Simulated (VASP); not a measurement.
A run of VASP 6.6.1 is set up as follows.

The input INCAR:

```
SYSTEM = Sn2HO2
  PREC = Accurate
  ENCUT = 520
  EDIFF = 1E-7
  ISMEAR = 0
  SIGMA = 0.05
  LREAL = .FALSE.
  LASPH = .TRUE.
  NELM = 200
  ALGO = Normal
  ISIF = 2
  LWAVE = .FALSE.
  LCHARG = .FALSE.
  ISPIN = 2
  MAGMOM = 0 0 0 0 1
  LORBIT = 11
  LDIPOL = .TRUE.
  IDIPOL = 3
  DIPOL = 0.5 0.5 0.303
  GGA = PE
  IVDW = 12
  IBRION = 2
  NSW = 36
  EDIFFG = -0.025
  GGA_COMPAT = .FALSE.
  NELMIN = 4
  NELMDL = -8
  KPAR = 4
```

File KPOINTS:

```
regular mesh
0
G
  7 7 1
  0 0 0
```

POSCAR

```
Sn2HO2
1.0
    3.8201633739      0.0000000000      0.0000000000
    0.0000000000      3.8201633739      0.0000000000
    0.0000000000      0.0000000000     17.8630408312
Sn O H
2 2 1
Selective dynamics
Direct
    0.7500000000      0.2500000000      0.2239260402  F F F
    0.2500000000      0.7500000000      0.3562126343  F F F
    0.2500000000      0.2500000000      0.2900693373  F F F
    0.7500000000      0.7500000000      0.2900693373  F F F
    0.2500000000      1.2500000000      0.3525628194  F F T
```

Potentials or basis: VASP PAW PBE potentials, release 64 (Sn_d, O, H).

Command:

```console
$ cat potpaw_PBE.64/Sn_d/POTCAR potpaw_PBE.64/O/POTCAR potpaw_PBE.64/H/POTCAR > POTCAR
$ mpirun -np 4 vasp_std > vasp.out
```

**Question.** Estimate the dispersion energy per atom.

**Answer.** -0.124 eV.

**Question.** Estimate the energy gained by relaxing.

**Answer.** 304.8 meV/atom.

**Question.** Predict the site moments.

**Answer.** Sn +0.00, +0.04; O +0.01, +0.00; H +0.03 μB.

**Question.** Estimate the net moment.

**Answer.** 0.14 μB per cell.

Step by step:
| step | energy change (eV) | largest force on free atoms (eV/Å) | pressure (GPa) |
| --- | --- | --- | --- |
| 1 | 0.0000 | 0.9066 | 3.68 |
| 2 | -0.0386 | 0.8847 | 3.43 |
| 3 | -0.1846 | 1.3731 | 2.75 |
| 4 | -0.6312 | 1.8911 | 1.55 |
| 5 | -1.4185 | 0.8105 | -0.13 |
| 6 | -0.8925 | 1.0489 | -0.72 |
| 7 | -1.4726 | 0.5365 | -0.75 |
| 8 | -1.5242 | 0.0217 | -0.55 |
